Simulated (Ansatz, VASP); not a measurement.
# LaTl3: VASP beside Ansatz

```
CELL_PARAMETERS angstrom
4.79900 0.02399 0.02399
0.02399 4.79900 0.02399
0.02399 0.02399 4.79900
ATOMIC_POSITIONS crystal
La 0.00000 0.00000 0.00000
Tl 0.00000 0.50000 0.50000
Tl 0.50000 0.00000 0.50000
Tl 0.50000 0.50000 0.00000
```

Change from the starting cell: equal xy, yz and zx shear strains of +1 %, crystal datasets.

Alike in both runs: task electric field gradients; functional PBEsol; k mesh 8 × 8 × 8; occupations fermi-dirac, width 0.05 eV; no spin polarisation.

|  | VASP | Ansatz |
| --- | --- | --- |
| version | VASP 6.6.1 | Ansatz 0.2.0 |
| potentials or method | VASP PAW PBE potentials, release 64 (La, Tl_d), cutoff 400 eV | all-electron PAW with datasets made for the crystal, scalar-relativistic |

|  | VASP | Ansatz | Ansatz less VASP |
| --- | --- | --- | --- |
| pressure (GPa) | -0.2 | -0.1 | +0.11 |
| traceless stress, the component that is largest in VASP (GPa) | -0.33 | -0.33 | -0.002 |
| size of Vzz on the site where it differs most (V/Å²) | 262.6 | 255.2 | -7.46 |

VASP's potentials were made for PBE, not for PBEsol. Ansatz ran all-electron here, and VASP with PAW potentials.

Neither program's run includes spin-orbit coupling.
